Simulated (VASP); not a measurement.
# SiGe (P6_3mc) in VASP: a series of runs

SiGe is run at these levels: PBEsol; tasks: relaxation of shape and atoms at fixed volume.

Program: VASP 6.6.1. These are calculated values, not measurements. Logs are shortened: lines on timing, memory, paths and dates and some standing lists are left out, and cuts for length are marked.

## (1) The cell of the first run

Symmetry: P6_3mc, No. 186, hexagonal system. The conventional cell has a = 3.735 Å, b = 3.735 Å, c = 6.185 Å, α = 90.00°, β = 90.00°, γ = 120.00°. Si (site symmetry 3m) has 4 Ge at 2.29 to 2.31 Å within 3.0 Å. Ge (site symmetry 3m) has 4 Si at 2.29 to 2.31 Å within 3.0 Å.

## (2) Relaxation of shape and atoms at fixed volume, PBEsol (volume scaled by 0.88)

Input file INCAR:

```
SYSTEM = SiGe
PREC = Accurate
ENCUT = 600
EDIFF = 1E-7
ISMEAR = 0
SIGMA = 0.02
LREAL = .False.
LASPH = .True.
NELM = 80
ALGO = Normal
ISIF = 4
LWAVE = .False.
LCHARG = .False.
GGA = PS
IBRION = 2
NSW = 50
EDIFFG = -0.01
```

Input file KPOINTS:

```
Automatic mesh
0
Gamma
  12 12 6
  0 0 0
```

Input file POSCAR:

```
SiGe
1.0
    3.7346092164      0.0000000000      0.0000000000
   -1.8673046082      3.2342664546      0.0000000000
    0.0000000000      0.0000000000      6.1854185329
Si Ge
2 2
Direct
    0.6666666667      0.3333333333      0.8741024869
    0.3333333333      0.6666666667      0.3741024869
    0.6666666667      0.3333333333      0.5008965131
    0.3333333333      0.6666666667      0.0008965131
```

Potentials or basis: VASP PAW PBE potentials, release 64 (Si, Ge_d).

Started as:

```
cat potpaw_PBE.64/Si/POTCAR potpaw_PBE.64/Ge_d/POTCAR > POTCAR
mpirun -np 1 vasp_std > vasp.out
```

OUTCAR:

```text
SYSTEM = SiGe
   PREC = Accurate
   ENCUT = 600
   EDIFF = 1E-7
   ISMEAR = 0
   LREAL = .False.
   LASPH = .True.
   NELM = 80
   ISIF = 4
   GGA = PS
   IBRION = 2
   NSW = 50
   EDIFFG = -0.01

 ion  position               nearest neighbor table
   1  0.667  0.333  0.874-   4 2.29   4 2.29   4 2.29   3 2.31
   2  0.333  0.667  0.374-   3 2.29   3 2.29   3 2.29   4 2.31
   3  0.667  0.333  0.501-   2 2.29   2 2.29   2 2.29   1 2.31
   4  0.333  0.667  0.001-   1 2.29   1 2.29   1 2.29   2 2.31

  LATTYP: Found a hexagonal cell.
 ALAT       =     3.7346092164
 C/A-ratio  =     1.6562425074

  Lattice vectors:

 A1 = (   3.7346092164,   0.0000000000,   0.0000000000)
 A2 = (  -1.8673046082,   3.2342664546,   0.0000000000)
 A3 = (   0.0000000000,   0.0000000000,   6.1854185329)

Analysis of symmetry for initial positions (statically):
=====================================================================
 Subroutine PRICEL returns:
 Original cell was already a primitive cell.

 Routine SETGRP: Setting up the symmetry group for a
 hexagonal supercell.

 Subroutine GETGRP returns: Found 12 space group operations
 (whereof  6 operations were pure point group operations)
 out of a pool of 24 trial point group operations.

The static configuration has the point symmetry C_3v.
 The point group associated with its full space group is C_6v.

Analysis of symmetry for dynamics (positions and initial velocities):
=====================================================================
 Subroutine PRICEL returns:
 Original cell was already a primitive cell.

 Routine SETGRP: Setting up the symmetry group for a
 hexagonal supercell.

 Subroutine GETGRP returns: Found 12 space group operations
 (whereof  6 operations were pure point group operations)
 out of a pool of 24 trial point group operations.

The dynamic configuration has the point symmetry C_3v.
 The point group associated with its full space group is C_6v.

 Subroutine INISYM returns: Found 12 space group operations
 (whereof  6 operations are pure point group operations),
 and found     1 'primitive' translations

----------------------------------------------------------------------------------------

                                     Primitive cell

  volume of cell :      74.7119
[... 93 lines left out ...]
   EDIFF  = 0.1E-06   stopping-criterion for ELM
   LREAL  =      F    real-space projection
   EDIFFG = -.1E-01   stopping-criterion for IOM
   NSW    =     50    number of steps for IOM
   IBRION =      2    ionic relax: 0-MD 1-quasi-New 2-CG
   NFREE  =      1    steps in history (QN), initial steepest desc. (CG)
   ISIF   =      4    stress and relaxation
   ISYM   =      2    0-nonsym 1-usesym 2-fastsym
   POTIM  = 0.5000    time-step for ionic-motion
   TEBEG  =    0.0;   TEEND  =   0.0 temperature during run
   PSTRESS=    0.0 pullay stress
   NELECT =      36.0000    total number of electrons
   NUPDOWN=      -1.0000    fix difference up-down
   EMIN   =  10.00;   EMAX   =-10.00  energy-range for DOS
   EFERMI =   0.00;   METHOD = LEGACY
   ISMEAR =     0;   SIGMA  =   0.02  broadening in eV -4-tet -1-fermi 0-gaus
   EFERMI_NEDOS =   21; number of points for ismear=-14 and -15
   IALGO  =     38    algorithm
   IMIX   =      4    mixing-type and parameters
     AMIX     =   0.40;   BMIX     =  1.00
     AMIX_MAG =   1.60;   BMIX_MAG =  1.00
  volume/ion in A,a.u.               =      18.68       126.05
  Fermi-wavevector in a.u.,A,eV,Ry     =   1.283450  2.425369 22.412117  1.647244
  Thomas-Fermi vector in A             =   2.415702
   LORBIT       =      0    0 simple, 1 ext, 2 COOP (PROOUT), +10 PAW based schemes
   GGA     = PS    functional components
   LHFCALC =     F    Hartree Fock is set to
   AEXX    =    0.0000 exact exchange contribution
   IVDW    =     0    specifies the selected vdW correction
   LEPSILON=     F    determine dielectric tensor
   LRPA    =     F    only Hartree local field effects (RPA)
 conjugate gradient relaxation of ions
 non-spin polarized calculation
 Gauss-broadening in eV      SIGMA  =   0.02
  energy-cutoff  :      600.00
  volume of cell :       74.71
 maximum number of plane-waves:      2539
 NGX is ok and might be reduce to    30
   NGX = 15   NGY = 15   NGZ = 25

--------------------------------------- Ionic step        1  -------------------------------------------

 number of electron      36.0000018 magnetization

 Free energy of the ion-electron system (eV)
  ---------------------------------------------------
  ext. energy  EPLUGINS =         0.00000000
  ---------------------------------------------------
  free energy    TOTEN  =       -20.87199365 eV

  energy without entropy =      -20.87199361  energy(sigma->0) =      -20.87199363

------------------------ aborting loop because EDIFF is reached ----------------------------------------

  FORCE on cell =-STRESS in cart. coord.  units (eV):
  Direction    XX          YY          ZZ          XY          YZ          ZX
  --------------------------------------------------------------------------------------
  -------------------------------------------------------------------------------------
  Total        6.4086310      6.4086310      6.3904549      0.0000000      0.0000000      0.0000000
  in kB      137.4313441    137.4313441    137.0415634      0.0000000      0.0000000      0.0000000
  external PRESSURE =     137.3014172 kB  Pullay stress =       0.0000000 kB
[... 63 lines left out ...]
--------------------------------------- Ionic step        3  -------------------------------------------

 number of electron      36.0000018 magnetization

 Free energy of the ion-electron system (eV)
  ---------------------------------------------------
  ext. energy  EPLUGINS =         0.00000000
  ---------------------------------------------------
  free energy    TOTEN  =       -20.87201407 eV

  energy without entropy =      -20.87201401  energy(sigma->0) =      -20.87201404

 E-fermi :   7.0387     XC(G=0): -10.4459

 val. band max:        6.9868099413   @ k =   0.0000   0.0000   0.0000
 cond. band min:       7.0920579905   @ k =   0.5000   0.0000   0.0000
 fundamental gap:      0.1052480491
 Fermi energy:         7.0387098219

 k-point     1 :       0.0000    0.0000    0.0000
  band No.  band energies     occupation
      1     -17.7359      2.00000
      2     -17.7357      2.00000
      3     -17.7308      2.00000
      4     -17.7308      2.00000
      5     -17.7263      2.00000
      6     -17.7263      2.00000
[... 589 lines left out ...]
     21       9.5611      0.00000
     22      10.6646      0.00000

 [... further k-points ...]
[... 5 lines left out ...]
  --------------------------------------------------------------------------------------
  -------------------------------------------------------------------------------------
  Total        6.3826850      6.3826850      6.4303082      0.0000000      0.0000000      0.0000000
  in kB      136.8749393    136.8749393    137.8962069      0.0000000      0.0000000      0.0000000
  external PRESSURE =     137.2153618 kB  Pullay stress =       0.0000000 kB
[... 19 lines left out ...]
  FREE ENERGIE OF THE ION-ELECTRON SYSTEM (eV)
  ---------------------------------------------------
  free  energy   TOTEN  =       -20.8720140724 eV

  energy  without entropy=      -20.8720140095  energy(sigma->0) =      -20.87201404

 reached required accuracy - stopping structural energy minimisation
```

Run time: 4.1 min. Hardware: 1 thread of Intel Xeon Platinum 8375C at 2.90GHz (Ice Lake), shared host; peak memory 0.3 GiB.

What came out:

- Free energy: -20.8720 eV
- Energy gained by relaxing: 0.0 meV/atom
- Ionic steps: 3
- Pressure after relaxing: 13.7 GPa
- Band gap on the k mesh: 0.11 eV, indirect (least direct gap 0.79 eV)

Stress tensor (GPa, compression positive):
```
13.69  0.00  0.00
 0.00 13.69  0.00
 0.00  0.00 13.79
```

Final structure:
```yaml
crystal:
  lattice:
    - [3.73475, 0.00000, 0.00000]
    - [-1.86738, 3.23439, 0.00000]
    - [0.00000, 0.00000, 6.18494]
  atoms:
    - { symbol: Si, position: [0.66667, 0.33333, 0.87402] }
    - { symbol: Si, position: [0.33333, 0.66667, 0.37402] }
    - { symbol: Ge, position: [0.66667, 0.33333, 0.50098] }
    - { symbol: Ge, position: [0.33333, 0.66667, 0.00098] }
```

Caveat: the PAW data sets were made with another functional, which shifts forces and pressure a little. A k mesh can miss the band edges.

## (3) Relaxation of shape and atoms at fixed volume, PBEsol (volume scaled by 0.91)

Input file INCAR:

```
SYSTEM = SiGe
  PREC = Accurate
  ENCUT = 600
  EDIFF = 1E-6
  ISMEAR = 0
  SIGMA = 0.02
  LREAL = .FALSE.
  LASPH = .TRUE.
  NELM = 60
  ALGO = Normal
  ISIF = 4
  LWAVE = .FALSE.
  LCHARG = .FALSE.
  GGA = PS
  IBRION = 2
  NSW = 50
  EDIFFG = -0.01
```

Input file KPOINTS:

```
Automatic mesh
0
G
  12 12 6
  0 0 0
```

Input file POSCAR:

```
SiGe
1.0
    3.7779463734      0.0000000000      0.0000000000
   -1.8889731867      3.2717975335      0.0000000000
    0.0000000000      0.0000000000      6.2503820309
Si Ge
2 2
Direct
    0.6666666667      0.3333333333      0.8742794327
    0.3333333333      0.6666666667      0.3742794327
    0.6666666667      0.3333333333      0.5007195673
    0.3333333333      0.6666666667      0.0007195673
```

Potentials or basis: VASP PAW PBE potentials, release 64 (Si, Ge_d).

Started as:

```
cat potpaw_PBE.64/Si/POTCAR potpaw_PBE.64/Ge_d/POTCAR > POTCAR
mpirun -np 1 vasp_std > vasp.out
```

It took 3.3 min on 1 thread of Intel Xeon Platinum 8375C at 2.90GHz (Ice Lake), shared host; peak memory 0.3 GiB.

It converged, with:

* Free energy: -21.0551 eV
* Energy gained by relaxing: 0.0 meV/atom
* Ionic steps: 3
* Pressure after relaxing: 9.4 GPa
* Band gap on the k mesh: 0.17 eV, indirect (least direct gap 0.68 eV)

Stress tensor (GPa, compression positive):
```
9.37 0.00 0.00
0.00 9.37 0.00
0.00 0.00 9.48
```

Final structure:
```
CELL_PARAMETERS angstrom
3.77796 0.00000 0.00000
-1.88898 3.27181 0.00000
0.00000 0.00000 6.25032
ATOMIC_POSITIONS crystal
Si 0.66667 0.33333 0.87419
Si 0.33333 0.66667 0.37419
Ge 0.66667 0.33333 0.50081
Ge 0.33333 0.66667 0.00081
```

Levels at points of the mesh, in eV from the valence-band top:
```tsv
k point	band 15	band 16	band 17	band 18	band 19	band 20	band 21	band 22
(0.00, 0.00, 0.00)	-1.76	-0.41	0.00	0.00	0.68	1.97	1.97	2.11
(0.50, 0.00, 0.00)	-5.30	-3.52	-3.45	-1.69	0.17	2.15	3.11	3.24
(0.00, 0.00, 0.50)	-1.08	-1.08	-1.08	-1.08	1.51	1.51	3.08	3.08
(0.50, 0.00, 0.50)	-2.88	-2.88	-2.80	-2.80	0.61	0.61	1.61	1.61
```

Caveat: the PAW data sets were made with another functional, which shifts forces and pressure a little. A k mesh can miss the band edges.
